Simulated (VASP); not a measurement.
Input of a VASP 6.6.1 run:

INCAR

```
  PREC = Accurate
  ENCUT = 520
  EDIFF = 1E-7
  ISMEAR = 0
  SIGMA = 0.1
  LREAL = False
  LASPH = True
  NELM = 60
  ALGO = Normal
  ISIF = 2
  LWAVE = False
  LCHARG = False
  GGA = PE
  NBANDS = 25
```

File KPOINTS:

```
Automatic mesh
0
Gamma
  4 4 4
```

Contents of POSCAR:

```
Si3B
1.0
    0.0000000000      3.8357766600      3.8357766600
    3.8357766600      0.0000000000      3.8357766600
    3.8357766600      3.8357766600      0.0000000000
Si B
6 2
Direct
    0.8061538400      0.1938461600      0.1938461600
    0.1938461600      0.8061538400      0.8061538400
    0.1938461600      0.8061538400      0.1938461600
    0.8061538400      0.1938461600      0.8061538400
    0.1938461600      0.1938461600      0.8061538400
    0.8061538400      0.8061538400      0.1938461600
    0.2500000000      0.2500000000      0.2500000000
    0.7500000000      0.7500000000      0.7500000000
```

Potentials or basis: VASP PAW PBE potentials, release 64 (Si, B).

Run with:

```sh
$ cat potpaw_PBE.64/Si/POTCAR potpaw_PBE.64/B/POTCAR > POTCAR
$ mpirun -np 1 vasp_std > vasp.out
```

(1) Predict the pressure.

(2) Estimate the largest force.

(3) Predict the band gap on the k mesh.

## Answers

(1) 35.2 GPa.

(2) 10.727 eV/Å.

(3) zero (band 15 reaches 8.25 eV, above the bottom of band 16 at 7.80 eV).

Caveat: forces of over 1 eV/Å act on the atoms, so gaps and moduli don't describe the material at rest.
